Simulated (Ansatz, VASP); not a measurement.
**AlNi in VASP and in Ansatz**

Contents of INCAR:

```
SYSTEM = AlNi
ALGO     = Normal         ! electronic algorithm
EDIFF    = 1E-6           ! SCF threshold, eV
ENCUT    = 520            ! plane-wave cutoff, eV
GGA      = PE             ! functional
ISIF     = 2              ! what is computed and relaxed
ISMEAR   = -1             ! smearing method
LASPH    = .TRUE.         ! aspherical terms in the spheres
LCHARG   = .FALSE.        ! write CHGCAR
LREAL    = .FALSE.        ! projectors in reciprocal space
LWAVE    = .FALSE.        ! write WAVECAR
NBANDS   = 21             ! bands
NELM     = 100            ! most SCF steps
PREC     = Accurate       ! precision mode
SIGMA    = 0.1            ! smearing width, eV
```

Contents of KPOINTS:

```
k-points
0
G
  11 11 7
  0 0 0
```

The input POSCAR:

```
AlNi
1.0
    3.2858842698      0.0000000000      0.0000000000
   -1.6429421349      2.8456592515      0.0000000000
    0.0000000000      0.0000000000      4.8680700332
Ni Al
2 2
Direct
    0.0000000000      0.0000000000      0.0000000000
    0.0000000000      0.0000000000      0.5000000000
    0.3333333333      0.6666666667      0.2500000000
    0.6666666667      0.3333333333      0.7500000000
```

Input for Ansatz:

```yaml
crystal:
  lattice:
    - [3.2858842698, 0.0, 0.0]
    - [-1.6429421349, 2.8456592515, 0.0]
    - [0.0, 0.0, 4.8680700332]
  atoms:
    - { symbol: Ni, position: [0.0, 0.0, 0.0] }
    - { symbol: Ni, position: [0.0, 0.0, 0.5] }
    - { symbol: Al, position: [0.3333333333, 0.6666666667, 0.25] }
    - { symbol: Al, position: [0.6666666667, 0.3333333333, 0.75] }
kpoints:
  mp_grid: { grid: [11, 11, 7] }
scf:
  occupations: { method: fermi_dirac, width: 0.1 }
hamiltonian:
  xc: pbe
  pseudopotentials: { kind: paw }
output:
  forces: true
  stress: true
  eigenvalues: true
  populations: true
```

Change from the starting cell: volume scaled by 0.8, PAW files.

Alike in both runs: task single point; functional PBE; k mesh 11 × 11 × 7; occupations fermi-dirac, width 0.1 eV; no spin polarisation.

|  | VASP | Ansatz |
| --- | --- | --- |
| version | VASP 6.6.1 | Ansatz 0.2.0 |
| potentials or method | VASP PAW PBE potentials, release 64 (Ni, Al) | PAW with Ansatz's default frozen-core files, scalar-relativistic |
| plane-wave cutoff (eV) | 520 | 420 |
| valence electrons in the cell | 26 | 42 |

|  | VASP | Ansatz | Ansatz less VASP |
| --- | --- | --- | --- |
| pressure (GPa) | 41.7 | 41.9 | +0.21 |
| traceless stress, the component that is largest in VASP (GPa) | 0.22 | 0.06 | -0.160 |

Both programs put the cell under a high pressure, so it lies far from rest at this level. VASP's potentials hold 26 valence electrons a cell and Ansatz's 42, so a difference there can come from the potentials and not from the codes.
